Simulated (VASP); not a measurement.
Zr, 1 atom in the cell. Symmetry: Fm-3m, No. 225, cubic system. Conventional cell: a = 4.528 Å, b = 4.528 Å, c = 4.528 Å, α = 90.00°, β = 90.00°, γ = 90.00°. Zr (site symmetry m-3m) has 12 Zr at 3.20 Å within 4.2 Å. 

* Program: VASP 6.6.1
* Task: single point
* Functional: HSE06
* Potentials or basis: VASP PAW PBE potentials, release 64 (Zr_sv)
* Cutoff: 520 eV
* k mesh: 6 × 6 × 6
* Occupations: fermi-dirac, width 0.1 eV
* Spin: no spin polarisation
* Dipole correction: no
* Grid for exact exchange (PRECFOCK): Normal
* Further INCAR settings: ALGO = Normal; EDIFF = 1e-06; NBANDS = 12
* Screening parameter: 0.2079 1/Å

Potentials or basis: VASP PAW PBE potentials, release 64 (Zr_sv).

The run is started by

```bash
$ cat potpaw_PBE.64/Zr_sv/POTCAR > POTCAR
$ cp INCAR.step1 INCAR
$ mpirun -np 1 vasp_std > vasp.out
$ cp INCAR.step2 INCAR
$ mpirun -np 1 vasp_std > vasp.out
```

Hardware: 1 thread of Intel(R) Xeon(R) Platinum 8559C (Emerald Rapids), on a shared host.

**Question.** Estimate the wall time of this run.

**Answer.** It took 8.5 min on 1 thread of Intel(R) Xeon(R) Platinum 8559C (Emerald Rapids) (shared host), peak memory 0.24 GiB. Counts: k points 16.
